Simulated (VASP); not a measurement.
# Au (Fm-3m) in VASP: further runs

The runs below take Au through single point, with PBE+D3(BJ).

All numbers are computed with VASP 6.6.1; they aren't measurements. Logs are shortened: lines on timing, memory, paths and dates and some standing lists are left out, and cuts for length are marked.

## 1. The cell of the first run

The structure is cubic, space group Fm-3m (No. 225). Conventional cell: a = 4.062 Å, b = 4.062 Å, c = 4.062 Å, α = 90.00°, β = 90.00°, γ = 90.00°. Within 3.8 Å of Au (site symmetry m-3m) lie 12 Au at 2.87 Å.

## 2. Single point, PBE+D3(BJ) (16.75 Å³/atom)

Input file INCAR:

```
  ALGO = Normal
  EDIFF = 1E-7
  ENCUT = 520
  GGA = PE
  ISIF = 2
  ISMEAR = 0
  IVDW = 12
  LASPH = True
  LCHARG = False
  LREAL = False
  LWAVE = False
  NBANDS = 12
  NELM = 80
  PREC = Accurate
  SIGMA = 0.1
```

Input file KPOINTS:

```
k-points
0
Gamma
  18 18 18
```

Input file POSCAR:

```
Au
1.0
    0.0000000000      2.0308795513      2.0308795513
    2.0308795513      0.0000000000      2.0308795513
    2.0308795513      2.0308795513      0.0000000000
Au
1
Direct
    0.0000000000      0.0000000000      0.0000000000
```

Potentials or basis: VASP PAW PBE potentials, release 64 (Au).

The run is started by

```bash
$ cat potpaw_PBE.64/Au/POTCAR > POTCAR
$ mpirun -np 1 vasp_std > vasp.out
```

OUTCAR:

```text
EDIFF = 1E-7
   ENCUT = 520
   GGA = PE
   ISIF = 2
   ISMEAR = 0
   IVDW = 12
   LASPH = True
   LREAL = False
   NELM = 80
   PREC = Accurate
 IVDW          = 12

 ion  position               nearest neighbor table
   1  0.000  0.000  0.000-

  LATTYP: Found a face centered cubic cell.
 ALAT       =     4.0617591026

  Lattice vectors:

 A1 = (   0.0000000000,   2.0308795513,   2.0308795513)
 A2 = (   2.0308795513,   0.0000000000,   2.0308795513)
 A3 = (   2.0308795513,   2.0308795513,   0.0000000000)

Analysis of symmetry for initial positions (statically):
=====================================================================
 Subroutine PRICEL returns:
 Original cell was already a primitive cell.

 Routine SETGRP: Setting up the symmetry group for a
 face centered cubic supercell.

 Subroutine GETGRP returns: Found 48 space group operations
 (whereof 48 operations were pure point group operations)
 out of a pool of 48 trial point group operations.

The static configuration has the point symmetry O_h .

Analysis of symmetry for dynamics (positions and initial velocities):
=====================================================================
 Subroutine PRICEL returns:
 Original cell was already a primitive cell.

 Routine SETGRP: Setting up the symmetry group for a
 face centered cubic supercell.

 Subroutine GETGRP returns: Found 48 space group operations
 (whereof 48 operations were pure point group operations)
 out of a pool of 48 trial point group operations.

The dynamic configuration has the point symmetry O_h .

 Subroutine INISYM returns: Found 48 space group operations
 (whereof 48 operations are pure point group operations),
 and found     1 'primitive' translations

----------------------------------------------------------------------------------------

                                     Primitive cell

  volume of cell :      16.7526

  direct lattice vectors                    reciprocal lattice vectors
     0.000000000  2.030879551  2.030879551    -0.246198747  0.246198747  0.246198747
     2.030879551  0.000000000  2.030879551     0.246198747 -0.246198747  0.246198747
     2.030879551  2.030879551  0.000000000     0.246198747  0.246198747 -0.246198747

  length of vectors
     2.872097405  2.872097405  2.872097405     0.426428738  0.426428738  0.426428738

  position of ions in fractional coordinates (direct lattice)
     0.000000000  0.000000000  0.000000000

[... 81 lines left out ...]
   ISIF   =      2    stress and relaxation
   ISYM   =      2    0-nonsym 1-usesym 2-fastsym
   POTIM  = 0.5000    time-step for ionic-motion
   TEBEG  =    0.0;   TEEND  =   0.0 temperature during run
   PSTRESS=    0.0 pullay stress
   NELECT =      11.0000    total number of electrons
   NUPDOWN=      -1.0000    fix difference up-down
   EMIN   =  10.00;   EMAX   =-10.00  energy-range for DOS
   EFERMI =   0.00;   METHOD = LEGACY
   ISMEAR =     0;   SIGMA  =   0.10  broadening in eV -4-tet -1-fermi 0-gaus
   EFERMI_NEDOS =   21; number of points for ismear=-14 and -15
   IALGO  =     38    algorithm
   IMIX   =      4    mixing-type and parameters
     AMIX     =   0.40;   BMIX     =  1.00
     AMIX_MAG =   1.60;   BMIX_MAG =  1.00
  volume/ion in A,a.u.               =      16.75       113.05
  Fermi-wavevector in a.u.,A,eV,Ry     =   1.422913  2.688915 27.547448  2.024680
  Thomas-Fermi vector in A             =   2.543566
   LORBIT       =      0    0 simple, 1 ext, 2 COOP (PROOUT), +10 PAW based schemes
   GGA     = PE    functional components
   LHFCALC =     F    Hartree Fock is set to
   AEXX    =    0.0000 exact exchange contribution
   IVDW    =    12    specifies the selected vdW correction
   LEPSILON=     F    determine dielectric tensor
   LRPA    =     F    only Hartree local field effects (RPA)
 non-spin polarized calculation
 Gauss-broadening in eV      SIGMA  =   0.10
  energy-cutoff  :      520.00
  volume of cell :       16.75
 maximum number of plane-waves:       465
 NGX is ok and might be reduce to    24
   NGX = 11   NGY = 11   NGZ = 11

 number of electron      10.9999999 magnetization

 Free energy of the ion-electron system (eV)
  ---------------------------------------------------
  ext. energy  EPLUGINS =         0.00000000
  ---------------------------------------------------
  free energy    TOTEN  =        -3.18077815 eV

  energy without entropy =       -3.17937825  energy(sigma->0) =       -3.18007820

 E-fermi :   9.7518     XC(G=0): -12.8194

 val. band max:        9.7469260561   @ k =   0.5000   0.1667   0.0556
 cond. band min:       9.7586400632   @ k =   0.5000   0.2778   0.1111
 fundamental gap:      0.0117140071
 Fermi energy:         9.7518315727

 k-point     1 :       0.0000    0.0000    0.0000
  band No.  band energies     occupation
      1      -0.2755      2.00000
      2       4.9789      2.00000
      3       4.9789      2.00000
      4       4.9789      2.00000
      5       6.5403      2.00000
      6       6.5403      2.00000
      7      24.2597      0.00000
      8      28.3594      0.00000
      9      28.3594      0.00000
     10      28.3594      0.00000
     11      33.3180      0.00000
     12      38.1530      0.00000
[... 331 lines left out ...]
 k-point    24 :      -0.2222    0.0556    0.0000
  band No.  band energies     occupation
      1       1.5451      2.00000
      2       4.7020      2.00000
      3       5.2912      2.00000
      4       5.3303      2.00000
      5       6.4405      2.00000
      6       6.9379      2.00000
      7      21.4668      0.00000
      8      25.4066      0.00000
      9      28.4869      0.00000
     10      30.6924      0.00000
     11      31.3889      0.00000
     12      32.7979      0.00000

 [... further k-points ...]

------------------------ aborting loop because EDIFF is reached ----------------------------------------

 Edisp (eV)   -0.67743

 E8    (eV) :    -0.3046

  FORCE on cell =-STRESS in cart. coord.  units (eV):
  Direction    XX          YY          ZZ          XY          YZ          ZX
  --------------------------------------------------------------------------------------
  -------------------------------------------------------------------------------------
  Total       0.53468     0.53468     0.53468     0.00000     0.00000    -0.00000
  in kB      51.13538    51.13538    51.13538     0.00000     0.00000    -0.00000
  external pressure =       51.14 kB  Pullay stress =        0.00 kB

 VOLUME and BASIS-vectors are now :
 -----------------------------------------------------------------------------
  energy-cutoff  :      520.00
  volume of cell :       16.75
      direct lattice vectors                 reciprocal lattice vectors
     0.000000000  2.030879551  2.030879551    -0.246198747  0.246198747  0.246198747
     2.030879551  0.000000000  2.030879551     0.246198747 -0.246198747  0.246198747
     2.030879551  2.030879551  0.000000000     0.246198747  0.246198747 -0.246198747

 POSITION                                       TOTAL-FORCE (eV/Angst)
 -----------------------------------------------------------------------------------
      0.00000      0.00000      0.00000        -0.000000     -0.000000      0.000000
 -----------------------------------------------------------------------------------
    total drift:                               -0.000000      0.000000      0.000000

  FREE ENERGIE OF THE ION-ELECTRON SYSTEM (eV)
  ---------------------------------------------------
  free  energy   TOTEN  =        -3.8582085721 eV

  energy  without entropy=       -3.8568086661  energy(sigma->0) =       -3.85750862
```

OSZICAR:

```text
N       E                     dE             d eps       ncg     rms          rms(c)
DAV:   1     0.503322949570E+02    0.50332E+02   -0.56114E+03  4792   0.821E+02
DAV:   2    -0.270850593303E+01   -0.53041E+02   -0.49948E+02  5544   0.188E+02
DAV:   3    -0.344389498094E+01   -0.73539E+00   -0.73482E+00  5660   0.215E+01
DAV:   4    -0.344629262398E+01   -0.23976E-02   -0.23975E-02  5684   0.141E+00
DAV:   5    -0.344630987654E+01   -0.17253E-04   -0.17253E-04  5736   0.114E-01    0.993E+00
DAV:   6    -0.320339049662E+01    0.24292E+00   -0.62438E-01  5108   0.646E+00    0.624E+00
DAV:   7    -0.318308846950E+01    0.20302E-01   -0.71399E-02  5540   0.219E+00    0.280E+00
DAV:   8    -0.318078756982E+01    0.23009E-02   -0.21707E-03  5196   0.401E-01    0.268E-01
DAV:   9    -0.318077300621E+01    0.14564E-04   -0.11143E-05  5724   0.302E-02    0.165E-02
DAV:  10    -0.318077817141E+01   -0.51652E-05   -0.23357E-06  5596   0.144E-02    0.106E-03
DAV:  11    -0.318077815229E+01    0.19119E-07   -0.55964E-08  4720   0.180E-03
   1 F= -.38582086E+01 E0= -.38575086E+01  d E =-.139991E-02
```

Run time: 44 s. Hardware: 1 thread of Intel Xeon 8259CL, shared host; peak memory 0.17 GiB.

Results:

```
Free energy                : -3.8582 eV
Pressure                   : 5.1 GPa
Band gap on the k mesh     : zero (an odd number of electrons rules out a gap without spin polarisation)
Dispersion energy per atom : -0.677 eV
```

Levels at points of the mesh, in eV from the Fermi level:
| k point | band 4 | band 5 | band 6 | band 7 | band 8 | band 9 |
| --- | --- | --- | --- | --- | --- | --- |
| (0.00, 0.00, 0.00) | -4.77 | -3.21 | -3.21 | 14.51 | 18.61 | 18.61 |
| (0.50, 0.00, 0.00) | -1.97 | -1.97 | -1.03 | 3.18 | 13.96 | 17.27 |
| (0.50, 0.50, 0.00) | -1.64 | -1.64 | 0.98 | 5.93 | 10.07 | 10.07 |

Caveat: the cell stands under pressure; spin-orbit coupling is left out, which moves the levels of the heavy elements.

## 3. Single point, PBE+D3(BJ)

This run uses another cell than the first one, of 17.27 Å³/atom.

Input file INCAR:

```
ALGO = Fast
EDIFF = 1E-6
ENCUT = 520
GGA = PE
ISIF = 2
ISMEAR = 0
IVDW = 12
LASPH = T
LCHARG = F
LREAL = F
LWAVE = F
NBANDS = 12
NELM = 100
PREC = Accurate
SIGMA = 0.1
```

KPOINTS is that of step 2.

Input file POSCAR:

```
Au
1.0
    0.0000000000      2.0516042434      2.0516042434
    2.0516042434      0.0000000000      2.0516042434
    2.0516042434      2.0516042434      0.0000000000
Au
1
Direct
    0.0000000000      0.0000000000      0.0000000000
```

Potentials or basis: VASP PAW PBE potentials, release 64 (Au).

The run is started by

```bash
$ cat potpaw_PBE.64/Au/POTCAR > POTCAR
$ mpirun -np 1 vasp_std > vasp.out
```

Run time: 47 s. Hardware: 1 thread of Intel Xeon 8259CL, shared host; peak memory 0.18 GiB.

The run converged. Its results:

| Property | Result |
| --- | --- |
| Free energy | -3.8661 eV |
| Pressure | -0.2 GPa |
| Band gap on the k mesh | zero (an odd number of electrons rules out a gap without spin polarisation) |
| Dispersion energy per atom | -0.656 eV |

Levels at points of the mesh, in eV from the Fermi level:
| k point | band 4 | band 5 | band 6 | band 7 | band 8 | band 9 |
| --- | --- | --- | --- | --- | --- | --- |
| (0.00, 0.00, 0.00) | -4.59 | -3.11 | -3.11 | 14.57 | 18.49 | 18.49 |
| (0.50, 0.00, 0.00) | -1.94 | -1.94 | -0.87 | 3.03 | 14.02 | 17.06 |
| (0.50, 0.50, 0.00) | -1.63 | -1.63 | 1.09 | 5.69 | 10.00 | 10.00 |

Caveat: spin-orbit coupling is left out, which moves the levels of the heavy elements.

## 4. Single point, PBE+D3(BJ) (17.79 Å³/atom)

This run uses another cell than the first one, of 17.79 Å³/atom.

Input file INCAR:

```
SYSTEM = Au
PREC = Accurate
ENCUT = 520
EDIFF = 1E-6
ISMEAR = 0
SIGMA = 0.1
LREAL = .FALSE.
LASPH = .TRUE.
NELM = 100
ALGO = Fast
ISIF = 2
LWAVE = .FALSE.
LCHARG = .FALSE.
GGA = PE
IVDW = 12
NBANDS = 12
```

Input file KPOINTS:

```
regular mesh
0
G
  18 18 18
  0 0 0
```

Input file POSCAR:

```
Au
1.0
    0.0000000000      2.0719184778      2.0719184778
    2.0719184778      0.0000000000      2.0719184778
    2.0719184778      2.0719184778      0.0000000000
Au
1
Direct
    0.0000000000      0.0000000000      0.0000000000
```

Potentials or basis: VASP PAW PBE potentials, release 64 (Au).

The run is started by

```bash
$ cat potpaw_PBE.64/Au/POTCAR > POTCAR
$ mpirun -np 1 vasp_std > vasp.out
```

OUTCAR:

```text
SYSTEM = Au
   PREC = Accurate
   ENCUT = 520
   EDIFF = 1E-6
   ISMEAR = 0
   LREAL = .FALSE.
   LASPH = .TRUE.
   NELM = 100
   ISIF = 2
   GGA = PE
   IVDW = 12
 IVDW          = 12

 ion  position               nearest neighbor table
   1  0.000  0.000  0.000-

  LATTYP: Found a face centered cubic cell.
 ALAT       =     4.1438369556

  Lattice vectors:

 A1 = (   0.0000000000,   2.0719184778,   2.0719184778)
 A2 = (   2.0719184778,   0.0000000000,   2.0719184778)
 A3 = (   2.0719184778,   2.0719184778,   0.0000000000)

Analysis of symmetry for initial positions (statically):
[... 541 lines left out ...]

------------------------ aborting loop because EDIFF is reached ----------------------------------------

 Edisp (eV)   -0.63653

 E8    (eV) :    -0.2860

  FORCE on cell =-STRESS in cart. coord.  units (eV):
  Direction    XX          YY          ZZ          XY          YZ          ZX
  --------------------------------------------------------------------------------------
  -------------------------------------------------------------------------------------
  Total      -0.51465    -0.51465    -0.51465     0.00000     0.00000    -0.00000
  in kB     -46.35234   -46.35234   -46.35234     0.00000     0.00000    -0.00000
  external pressure =      -46.35 kB  Pullay stress =        0.00 kB

 VOLUME and BASIS-vectors are now :
 -----------------------------------------------------------------------------
  energy-cutoff  :      520.00
  volume of cell :       17.79
      direct lattice vectors                 reciprocal lattice vectors
     0.000000000  2.071918478  2.071918478    -0.241322236  0.241322236  0.241322236
     2.071918478  0.000000000  2.071918478     0.241322236 -0.241322236  0.241322236
     2.071918478  2.071918478  0.000000000     0.241322236  0.241322236 -0.241322236

 POSITION                                       TOTAL-FORCE (eV/Angst)
 -----------------------------------------------------------------------------------
      0.00000      0.00000      0.00000         0.000000      0.000000      0.000000
 -----------------------------------------------------------------------------------
    total drift:                               -0.000000      0.000000     -0.000000

  FREE ENERGIE OF THE ION-ELECTRON SYSTEM (eV)
  ---------------------------------------------------
  free  energy   TOTEN  =        -3.8582079472 eV

  energy  without entropy=       -3.8569255634  energy(sigma->0) =       -3.85756676
```

Run time: 44 s. Hardware: 1 thread of Intel Xeon 8259CL, shared host; peak memory 0.18 GiB.

What came out:

```yaml
Free_energy: -3.8582 eV
Pressure: -4.6 GPa
Band_gap_on_the_k_mesh: zero (an odd number of electrons rules out a gap without spin polarisation)
Dispersion_energy_per_atom: -0.637 eV
```

Levels at points of the mesh, in eV from the Fermi level:
| k point | band 2 | band 3 | band 4 | band 5 | band 6 | band 7 | band 8 | band 9 | band 10 | band 11 |
| --- | --- | --- | --- | --- | --- | --- | --- | --- | --- | --- |
| (0.00, 0.00, 0.00) | -4.43 | -4.43 | -4.43 | -3.02 | -3.02 | 14.62 | 18.37 | 18.37 | 18.37 | 23.14 |
| (0.50, 0.00, 0.00) | -4.46 | -4.46 | -1.91 | -1.91 | -0.72 | 2.89 | 14.06 | 16.85 | 16.85 | 24.33 |
| (0.50, 0.50, 0.00) | -6.34 | -1.95 | -1.61 | -1.61 | 1.18 | 5.48 | 9.93 | 9.93 | 16.79 | 19.28 |

Caveat: the cell stands under tension; spin-orbit coupling is left out, which moves the levels of the heavy elements.

## 5. Single point, PBE+D3(BJ) (18.31 Å³/atom)

This run uses another cell than the first one, of 18.31 Å³/atom.

Input file INCAR:

```
SYSTEM = Au
  PREC = Accurate
  ENCUT = 520
  EDIFF = 1E-6
  ISMEAR = 0
  SIGMA = 0.1
  LREAL = .False.
  LASPH = .True.
  NELM = 100
  ALGO = Normal
  ISIF = 2
  LWAVE = .False.
  LCHARG = .True.
  GGA = PE
  IVDW = 12
  LELF = .True.
  LVHAR = .True.
  NBANDS = 12
```

Input file KPOINTS:

```
regular mesh
0
Gamma
  18 18 18
  0 0 0
```

Input file POSCAR:

```
Au
1.0
    0.0000000000      2.0918419931      2.0918419931
    2.0918419931      0.0000000000      2.0918419931
    2.0918419931      2.0918419931      0.0000000000
Au
1
Direct
    0.0000000000      0.0000000000      0.0000000000
```

The run is started by

```bash
$ cat potpaw_PBE.64/Au/POTCAR > POTCAR
$ mpirun -np 1 vasp_std > vasp.out
```

Run time: 37 s. Hardware: 1 thread of Intel Xeon 8259CL, shared host; peak memory 0.18 GiB.

The run converged. Its results:

```
Free energy                : -3.8374 eV
Pressure                   : -8.3 GPa
Band gap on the k mesh     : zero (an odd number of electrons rules out a gap without spin polarisation)
Dispersion energy per atom : -0.618 eV
```

Levels at points of the mesh, in eV from the Fermi level:
```
           k point  band 2  band 3  band 4  band 5  band 6  band 7  band 8  band 9  band 10  band 11
(0.00, 0.00, 0.00)   -4.27   -4.27   -4.27   -2.94   -2.94   14.65   18.24   18.24    18.24    22.92
(0.50, 0.00, 0.00)   -4.30   -4.30   -1.88   -1.88   -0.57    2.76   14.09   16.64    16.64    23.92
(0.50, 0.50, 0.00)   -6.09   -1.92   -1.60   -1.60    1.28    5.27    9.86    9.86    16.50    18.91
```

Caveat: the cell stands under tension; spin-orbit coupling is left out, which moves the levels of the heavy elements.

## 6. Overview

| cell | gap on the mesh (eV) | pressure (GPa) |
| --- | --- | --- |
| a = 2.872 Å, angles 60.0°, 1 atom | none | 5.1 |
| a = 2.901 Å, angles 60.0°, 1 atom | none | -0.2 |
| a = 2.930 Å, angles 60.0°, 1 atom | none | -4.6 |
| a = 2.958 Å, angles 60.0°, 1 atom | none | -8.3 |

Alike in all rows: task single point; level PBE+D3(BJ); potentials or basis VASP PAW PBE potentials, release 64 (Au); no spin polarisation; k mesh 18 × 18 × 18; cutoff (eV) 520; smearing gaussian 0.1 eV.

Caveats: spin-orbit coupling is left out, which moves the levels of the heavy elements; the cell stands under tension (at least some runs); the cell stands under pressure (at least some runs).

Total energies depend on the potentials used, so only differences within one code and one set of settings carry meaning.
